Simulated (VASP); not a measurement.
The system is Fe3Ge.

```
CELL_PARAMETERS angstrom
3.66050 0.00000 0.00000
0.00000 3.66050 0.00000
0.00000 0.00000 3.66050
ATOMIC_POSITIONS crystal
Fe 0.00000 0.50000 0.50000
Fe 0.50000 0.50000 0.00000
Fe 0.50000 0.00000 0.50000
Ge 0.00000 0.00000 0.00000
```

Program: VASP 6.6.1. Alike in all runs: task single point; level PBEsol; potentials or basis VASP PAW PBE potentials, release 64 (Fe, Ge_d); spin collinear, ferromagnetic start; cell as given; k mesh 9 × 9 × 9; cutoff (eV) 520; smearing fermi-dirac 0.03 eV.

Task: Order these runs on this cell by their pressure, lowest first.
A. fixed moment (μB) 5.51
B. fixed moment (μB) 7.13
C. fixed moment (μB) 7.78

Result: A (-15.1 GPa), B (-7.7 GPa), C (-3.9 GPa).

Caveats: the cell stands under tension; the PAW data sets were made with another functional, which shifts forces and pressure a little; the total moment is fixed, so each spin has its own Fermi level and the state may be an excited one.
